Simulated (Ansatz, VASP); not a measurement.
One calculation of ScIr2, two programs

INCAR

```
PREC = Accurate
ENCUT = 560
EDIFF = 1E-6
ISMEAR = 0
SIGMA = 0.1
LREAL = False
LASPH = True
NELM = 120
ALGO = Normal
ISIF = 2
LWAVE = False
LCHARG = False
NBANDS = 54
GGA_COMPAT = False
```

KPOINTS

```
Automatic mesh
0
Gamma
  6 6 6
```

The input POSCAR:

```
ScIr2
1.0
    0.0000000000      3.7063717120      3.7063717120
    3.7063717120      0.0000000000      3.7063717120
    3.7063717120      3.7063717120      0.0000000000
Sc Ir
2 4
Direct
    0.0000000000      0.0000000000      0.0000000000
    0.2500000000      0.2500000000      0.2500000000
    0.6250000000      0.6250000000      0.6250000000
    0.1250000000      0.6250000000      0.6250000000
    0.6250000000      0.6250000000      0.1250000000
    0.6250000000      0.1250000000      0.6250000000
```

Input for Ansatz:

```yaml
crystal:
  lattice:
    - [0.0, 3.7063717120418995, 3.7063717120418995]
    - [3.7063717120418995, 0.0, 3.7063717120418995]
    - [3.7063717120418995, 3.7063717120418995, 0.0]
  atoms:
    - { symbol: Sc, position: [0.0, 0.0, 0.0] }
    - { symbol: Sc, position: [0.25, 0.25, 0.25] }
    - { symbol: Ir, position: [0.625, 0.625, 0.625] }
    - { symbol: Ir, position: [0.125, 0.625, 0.625] }
    - { symbol: Ir, position: [0.625, 0.625, 0.125] }
    - { symbol: Ir, position: [0.625, 0.125, 0.625] }
basis:
  ecutwfc: 510.0
kpoints:
  mp_grid:
    grid: [6, 6, 6]
hamiltonian:
  xc: lda
scf:
  max_iter: 80
  convergence:
    dr2_threshold: 1.0e-09
  occupations:
    method: gaussian
    width: 0.1
output:
  stress: true
```

Alike in both runs: task single point; functional LDA; k mesh 6 × 6 × 6; occupations gaussian, width 0.1 eV; no spin polarisation.

```csv
,VASP,Ansatz
version,VASP 6.6.1,Ansatz 0.2.0
potentials or method,"VASP PAW LDA potentials, release 64 (Sc_sv, Ir_sv_GW), cutoff 560 eV","plane waves, PAW"
valence electrons in the cell,90,90
```

|  | VASP | Ansatz | Ansatz less VASP |
| --- | --- | --- | --- |
| pressure (GPa) | -12.5 | -12.4 | +0.15 |

LDA's correlation is that of Perdew and Zunger in VASP and of Perdew and Wang (1992) in Ansatz. Ansatz's warnings: stress scf threshold loose.

Spin-orbit coupling is off throughout.
